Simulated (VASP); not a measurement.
# Ta (P6_3/mmc) in VASP: further runs

The runs below take Ta through single point, relaxation of cell and atoms, with PBEsol+D3(BJ), BLYP+D3(BJ), PBEsol.

All numbers are computed with VASP 6.6.1; they aren't measurements. Logs are shortened: lines on timing, memory, paths and dates and some standing lists are left out, and cuts for length are marked.

## (1) The cell of the first run

The structure is hexagonal, space group P6_3/mmc (No. 194). Conventional cell: a = 2.839 Å, b = 2.839 Å, c = 5.030 Å, α = 90.00°, β = 90.00°, γ = 120.00°. Ta (site symmetry -6m2) has 12 Ta at 2.84 to 3.00 Å within 3.7 Å.

This isn't the form of Ta at room conditions, which is bcc.

## (2) Single point, PBEsol+D3(BJ)

Contents of INCAR:

```
SYSTEM = Ta
PREC = Accurate
ENCUT = 500
EDIFF = 1E-6
ISMEAR = -1
SIGMA = 0.1
LREAL = .False.
LASPH = .True.
NELM = 120
ALGO = Normal
ISIF = 2
LWAVE = .False.
LCHARG = .True.
GGA = PS
IVDW = 12
LELF = .True.
LVHAR = .True.
NBANDS = 18
GGA_COMPAT = .False.
```

Contents of KPOINTS:

```
Automatic mesh
0
Gamma
  13 13 7
  0 0 0
```

Contents of POSCAR:

```
Ta
1.0
    2.8385374932      0.0000000000      0.0000000000
   -1.4192687466      2.4582455787      0.0000000000
    0.0000000000      0.0000000000      5.0304305164
Ta
2
Direct
    0.6666666667      0.3333333333      0.7500000000
    0.3333333333      0.6666666667      0.2500000000
```

Potentials or basis: VASP PAW PBE potentials, release 64 (Ta_pv).

On the command line:

```console
$ cat potpaw_PBE.64/Ta_pv/POTCAR > POTCAR
$ mpirun -np 1 vasp_std > vasp.out
```

OUTCAR:

```text
SYSTEM = Ta
   PREC = Accurate
   ENCUT = 500
   EDIFF = 1E-6
   ISMEAR = -1
   LREAL = .False.
   LASPH = .True.
   NELM = 120
   ISIF = 2
   GGA = PS
   IVDW = 12
 IVDW          = 12

 ion  position               nearest neighbor table
   1  0.667  0.333  0.750-   2 3.00   2 3.00   2 3.00   2 3.00   2 3.00   2 3.00
   2  0.333  0.667  0.250-   1 3.00   1 3.00   1 3.00   1 3.00   1 3.00   1 3.00

  LATTYP: Found a hexagonal cell.
 ALAT       =     2.8385374932
 C/A-ratio  =     1.7721909710

  Lattice vectors:

 A1 = (   2.8385374932,   0.0000000000,   0.0000000000)
 A2 = (  -1.4192687466,   2.4582455787,   0.0000000000)
 A3 = (   0.0000000000,   0.0000000000,   5.0304305164)

Analysis of symmetry for initial positions (statically):
=====================================================================
 Subroutine PRICEL returns:
 Original cell was already a primitive cell.

 Routine SETGRP: Setting up the symmetry group for a
 hexagonal supercell.

 Subroutine GETGRP returns: Found 24 space group operations
 (whereof 12 operations were pure point group operations)
 out of a pool of 24 trial point group operations.

The static configuration has the point symmetry D_3d.
 The point group associated with its full space group is D_6h.

Analysis of symmetry for dynamics (positions and initial velocities):
=====================================================================
 Subroutine PRICEL returns:
 Original cell was already a primitive cell.

 Routine SETGRP: Setting up the symmetry group for a
 hexagonal supercell.

 Subroutine GETGRP returns: Found 24 space group operations
 (whereof 12 operations were pure point group operations)
 out of a pool of 24 trial point group operations.

The dynamic configuration has the point symmetry D_3d.
 The point group associated with its full space group is D_6h.

 Subroutine INISYM returns: Found 24 space group operations
 (whereof 12 operations are pure point group operations),
 and found     1 'primitive' translations

----------------------------------------------------------------------------------------

                                     Primitive cell

  volume of cell :      35.1014

  direct lattice vectors                    reciprocal lattice vectors
     2.838537493  0.000000000  0.000000000     0.352294096  0.203397091  0.000000000
    -1.419268747  2.458245579  0.000000000     0.000000000  0.406794182  0.000000000
     0.000000000  0.000000000  5.030430516     0.000000000  0.000000000  0.198790143

  length of vectors
     2.838537493  2.838537493  5.030430516     0.406794182  0.406794182  0.198790143

  position of ions in fractional coordinates (direct lattice)
     0.666666667  0.333333333  0.750000000
     0.333333333  0.666666667  0.250000000

  ion indices of the primitive-cell ions
   primitive index   ion index
                 1           1
                 2           2

----------------------------------------------------------------------------------------

 KPOINTS: Automatic mesh

Automatic generation of k-mesh.
 Grid dimensions read from file:
 generate k-points for:   13   13    7

 Generating k-lattice:

  Cartesian coordinates                     Fractional coordinates (reciprocal lattice)
     0.027099546  0.015645930  0.000000000     0.076923077  0.000000000  0.000000000
     0.000000000  0.031291860  0.000000000     0.000000000  0.076923077  0.000000000
     0.000000000  0.000000000  0.028398592     0.000000000  0.000000000  0.142857143

  Length of vectors
     0.031291860  0.031291860  0.028398592

  Shift w.r.t. Gamma in fractional coordinates (k-lattice)
     0.000000000  0.000000000  0.000000000

 Subroutine IBZKPT returns following result:
 ===========================================

 Found     84 irreducible k-points:

 Following reciprocal coordinates:
            Coordinates               Weight
  0.000000  0.000000  0.000000      1.000000
  0.076923  0.000000  0.000000      6.000000
  0.153846  0.000000  0.000000      6.000000
  0.230769  0.000000  0.000000      6.000000
  0.307692  0.000000  0.000000      6.000000
  0.384615  0.000000  0.000000      6.000000
[... 16 lines left out ...]
  0.076923  0.000000  0.142857     12.000000
  0.153846  0.000000  0.142857     12.000000
 [... further k-points ...]
   k-points           NKPTS =     84   k-points in BZ     NKDIM =     84   number of bands    NBANDS=     18
   number of dos      NEDOS =    301   number of ions     NIONS =      2
   total plane-waves  NPLWV =  23040
   dimension x,y,z NGX =    24 NGY =   24 NGZ =   40
   dimension x,y,z NGXF=    48 NGYF=   48 NGZF=   80
   ions per type =               2
   NGX,Y,Z   is equivalent  to a cutoff of  14.06, 14.06, 13.22 a.u.
   NGXF,Y,Z  is equivalent  to a cutoff of  28.11, 28.11, 26.44 a.u.
 SYSTEM =  Ta
   PREC   = accura    normal or accurate (medium, high low for compatibility)
   ISTART =      0    job   : 0-new  1-cont  2-samecut
   ICHARG =      2    charge: 1-file 2-atom 10-const
   ISPIN  =      1    spin polarized calculation?
   LNONCOLLINEAR =      F non collinear calculations
   LSORBIT =      F    spin-orbit coupling
   LASPH  =      T    aspherical Exc in radial PAW
   ENCUT  =  500.0 eV  36.75 Ry    6.06 a.u.   5.18  5.18  9.17*2*pi/ulx,y,z
   NELM   =    120;   NELMIN=  2; NELMDL= -5     # of ELM steps
   EDIFF  = 0.1E-05   stopping-criterion for ELM
   LREAL  =      F    real-space projection
   EDIFFG = 0.1E-04   stopping-criterion for IOM
   NSW    =      0    number of steps for IOM
   IBRION =     -1    ionic relax: 0-MD 1-quasi-New 2-CG
   NFREE  =      0    steps in history (QN), initial steepest desc. (CG)
   ISIF   =      2    stress and relaxation
   ISYM   =      2    0-nonsym 1-usesym 2-fastsym
   POTIM  = 0.5000    time-step for ionic-motion
   TEBEG  =    0.0;   TEEND  =   0.0 temperature during run
   PSTRESS=    0.0 pullay stress
   NELECT =      22.0000    total number of electrons
   NUPDOWN=      -1.0000    fix difference up-down
   EMIN   =  10.00;   EMAX   =-10.00  energy-range for DOS
   EFERMI =   0.00;   METHOD = LEGACY
   ISMEAR =    -1;   SIGMA  =   0.10  broadening in eV -4-tet -1-fermi 0-gaus
   EFERMI_NEDOS =   21; number of points for ismear=-14 and -15
   IALGO  =     38    algorithm
   IMIX   =      4    mixing-type and parameters
     AMIX     =   0.40;   BMIX     =  1.00
     AMIX_MAG =   1.60;   BMIX_MAG =  1.00
  volume/ion in A,a.u.               =      17.55       118.44
  Fermi-wavevector in a.u.,A,eV,Ry     =   1.401008  2.647522 26.705845  1.962824
  Thomas-Fermi vector in A             =   2.523912
   LORBIT       =      0    0 simple, 1 ext, 2 COOP (PROOUT), +10 PAW based schemes
   GGA     = PS    functional components
   LHFCALC =     F    Hartree Fock is set to
   AEXX    =    0.0000 exact exchange contribution
   IVDW    =    12    specifies the selected vdW correction
   LEPSILON=     F    determine dielectric tensor
   LRPA    =     F    only Hartree local field effects (RPA)
 non-spin polarized calculation
  energy-cutoff  :      500.00
  volume of cell :       35.10
 maximum number of plane-waves:       902
 NGX is ok and might be reduce to    24
   NGX = 11   NGY = 11   NGZ = 19

 number of electron      21.9999996 magnetization

 Free energy of the ion-electron system (eV)
  ---------------------------------------------------
  ext. energy  EPLUGINS =         0.00000000
  ---------------------------------------------------
  free energy    TOTEN  =       -24.52479470 eV

  energy without entropy =      -24.44576422  energy(sigma->0) =      -24.48527946

 E-fermi :   5.9601     XC(G=0): -12.8505

 val. band max:        5.9573669654   @ k =   0.1538   0.0000   0.1429
 cond. band min:       5.9654555313   @ k =   0.3077   0.0769   0.2857
 fundamental gap:      0.0080885659
 Fermi energy:         5.9600746783

 k-point     1 :       0.0000    0.0000    0.0000
  band No.  band energies     occupation
      1     -28.5374      2.00000
      2     -27.4863      2.00000
      3     -27.3784      2.00000
      4     -27.3784      2.00000
      5     -27.2724      2.00000
      6     -27.2724      2.00000
[... 10 lines left out ...]
     17      11.5023      0.00000
     18      11.5023      0.00000

 k-point     2 :       0.0769    0.0000    0.0000
  band No.  band energies     occupation
      1     -28.5136      2.00000
      2     -27.4893      2.00000
      3     -27.4548      2.00000
      4     -27.3991      2.00000
      5     -27.3507      2.00000
      6     -27.2859      2.00000
[... 10 lines left out ...]
     17      11.6138      0.00000
     18      12.0487      0.00000

 k-point     3 :       0.1538    0.0000    0.0000
  band No.  band energies     occupation
      1     -28.4452      2.00000
      2     -27.6642      2.00000
      3     -27.5614      2.00000
      4     -27.4997      2.00000
      5     -27.4552      2.00000
      6     -27.3243      2.00000
[... 10 lines left out ...]
     17      11.8180      0.00000
     18      13.2062      0.00000

 k-point     4 :       0.2308    0.0000    0.0000
  band No.  band energies     occupation
      1     -28.3416      2.00000
      2     -27.9537      2.00000
      3     -27.8444      2.00000
      4     -27.5316      2.00000
      5     -27.5210      2.00000
      6     -27.3797      2.00000
[... 375 lines left out ...]
      4     -27.3732      2.00000
      5     -27.2776      2.00000
      6     -27.2776      2.00000
[... 10 lines left out ...]
     17      11.4823      0.00000
     18      11.4823      0.00000

 k-point    23 :       0.0769    0.0000    0.1429
  band No.  band energies     occupation
      1     -28.4670      2.00000
      2     -27.5490      2.00000
      3     -27.4486      2.00000
      4     -27.3936      2.00000
      5     -27.3507      2.00000
      6     -27.2916      2.00000
[... 10 lines left out ...]
     17      11.5695      0.00000
     18      11.8849      0.00000

 k-point    24 :       0.1538    0.0000    0.1429
  band No.  band energies     occupation
      1     -28.4051      2.00000
      2     -27.6585      2.00000
      3     -27.6133      2.00000
      4     -27.4987      2.00000
      5     -27.4488      2.00000
      6     -27.3309      2.00000
[... 10 lines left out ...]
     17      11.7197      0.00000
     18      12.7192      0.00000

 [... further k-points ...]

------------------------ aborting loop because EDIFF is reached ----------------------------------------

 Edisp (eV)   -1.49443

 E8    (eV) :    -1.1107

  FORCE on cell =-STRESS in cart. coord.  units (eV):
  Direction    XX          YY          ZZ          XY          YZ          ZX
  --------------------------------------------------------------------------------------
  -------------------------------------------------------------------------------------
  Total       0.04838     0.04838     0.03792     0.00000     0.00000     0.00000
  in kB       2.20846     2.20846     1.73064     0.00000     0.00000     0.00000
  external pressure =        2.05 kB  Pullay stress =        0.00 kB

 VOLUME and BASIS-vectors are now :
 -----------------------------------------------------------------------------
  energy-cutoff  :      500.00
  volume of cell :       35.10
      direct lattice vectors                 reciprocal lattice vectors
     2.838537493  0.000000000  0.000000000     0.352294096  0.203397091  0.000000000
    -1.419268747  2.458245579  0.000000000     0.000000000  0.406794182  0.000000000
     0.000000000  0.000000000  5.030430516     0.000000000  0.000000000  0.198790143

 POSITION                                       TOTAL-FORCE (eV/Angst)
 -----------------------------------------------------------------------------------
      1.41927      0.81942      3.77282        -0.000000      0.000000      0.000000
     -0.00000      1.63883      1.25761         0.000000     -0.000000      0.000000
 -----------------------------------------------------------------------------------
    total drift:                               -0.000000      0.000000     -0.000000

  FREE ENERGIE OF THE ION-ELECTRON SYSTEM (eV)
  ---------------------------------------------------
  free  energy   TOTEN  =       -26.0192213336 eV

  energy  without entropy=      -25.9401908591  energy(sigma->0) =      -25.97970610
```

Run time: 21 s. Hardware: 1 thread of Intel Xeon Platinum 8488C (Sapphire Rapids), shared host; peak memory 0.19 GiB.

Results:

```
Free energy                : -26.0192 eV
Pressure                   : 0.2 GPa
Band gap on the k mesh     : zero (bands 11 and 12 overlap by 1.84 eV)
Dispersion energy per atom : -0.747 eV
```

Caveat: the PAW data sets were made with another functional, which shifts forces and pressure a little; spin-orbit coupling is left out, which moves the levels of the heavy elements.

## (3) Single point, BLYP+D3(BJ)

This run uses another cell than the first one, of 17.95 Å³/atom.

Contents of INCAR:

```
SYSTEM = Ta
PREC = Accurate
ENCUT = 500
EDIFF = 1E-6
ISMEAR = -1
SIGMA = 0.1
LREAL = .FALSE.
LASPH = .TRUE.
NELM = 120
ALGO = Normal
ISIF = 2
LWAVE = .FALSE.
LCHARG = .FALSE.
GGA = B5
ALDAX = 1.0
AGGAX = 1.0
AGGAC = 1.0
ALDAC = 0.0
IVDW = 12
VDW_S6 = 1.0
VDW_S8 = 2.6996
VDW_A1 = 0.4298
VDW_A2 = 4.2359
NBANDS = 18
GGA_COMPAT = .FALSE.
```

Contents of KPOINTS:

```
regular mesh
0
G
  13 13 7
  0 0 0
```

Contents of POSCAR:

```
Ta
1.0
    2.8551651658      0.0000000000      0.0000000000
   -1.4275825829      2.4726455656      0.0000000000
    0.0000000000      0.0000000000      5.0841709020
Ta
2
Direct
    0.6666666667      0.3333333333      0.7500000000
    0.3333333333      0.6666666667      0.2500000000
```

Potentials or basis: VASP PAW PBE potentials, release 64 (Ta_pv).

On the command line:

```console
$ cat potpaw_PBE.64/Ta_pv/POTCAR > POTCAR
$ mpirun -np 1 vasp_std > vasp.out
```

Wall time 25 s (1 thread of Intel Xeon Platinum 8488C (Sapphire Rapids), shared host); peak memory 0.19 GiB.

The run converged. Its results:

| Item | Value |
| --- | --- |
| Free energy | -23.2773 eV |
| Pressure | 1.1 GPa |
| Band gap on the k mesh | zero (bands 11 and 12 overlap by 1.90 eV) |
| Dispersion energy per atom | -1.645 eV |

Levels at points of the mesh, in eV from the Fermi level:
```tsv
k point	band 7	band 8	band 9	band 10	band 11	band 12	band 13	band 14	band 15	band 16
(0.00, 0.00, 0.00)	-8.18	-5.01	-0.70	0.31	0.53	0.53	1.12	1.12	3.01	3.01
```

Caveat: the PAW data sets were made with another functional, which shifts forces and pressure a little; spin-orbit coupling is left out, which moves the levels of the heavy elements.

## (4) Single point, PBEsol

This run uses another cell than the first one, of 18.13 Å³/atom.

Contents of INCAR:

```
SYSTEM = Ta
ALGO = Normal ; EDIFF = 1E-6
ENCUT = 500 ; GGA = PS
GGA_COMPAT = .FALSE. ; ISIF = 2
ISMEAR = -1 ; LASPH = .TRUE.
LCHARG = .FALSE. ; LREAL = .FALSE.
LWAVE = .FALSE. ; NBANDS = 18
NELM = 120 ; PREC = Accurate
SIGMA = 0.1
```

Contents of KPOINTS:

```
k-points
0
G
  13 13 7
  0 0 0
```

Contents of POSCAR:

```
Ta
1.0
    2.8680323594      0.0000000000      0.0000000000
   -1.4340161797      2.4837888821      0.0000000000
    0.0000000000      0.0000000000      5.0907001355
Ta
2
Direct
    0.6666666667      0.3333333333      0.7500000000
    0.3333333333      0.6666666667      0.2500000000
```

On the command line:

```console
$ cat potpaw_PBE.64/Ta_pv/POTCAR > POTCAR
$ mpirun -np 1 vasp_std > vasp.out
```

Wall time 20 s (1 thread of Intel Xeon Platinum 8488C (Sapphire Rapids), shared host); peak memory 0.18 GiB.

Results (log left out):

* Free energy: -24.5506 eV
* Pressure: 0.1 GPa
* Band gap on the k mesh: zero (bands 11 and 12 overlap by 1.73 eV)

Levels at points of the mesh, in eV from the Fermi level:
```csv
k point,band 8,band 9,band 10,band 11,band 12,band 13,band 14,band 15
"(0.00, 0.00, 0.00)",-5.01,-0.56,0.05,0.60,0.60,1.20,1.20,3.05
```

Caveat: the PAW data sets were made with another functional, which shifts forces and pressure a little; spin-orbit coupling is left out, which moves the levels of the heavy elements.

(Continued in part 2 of 2.)
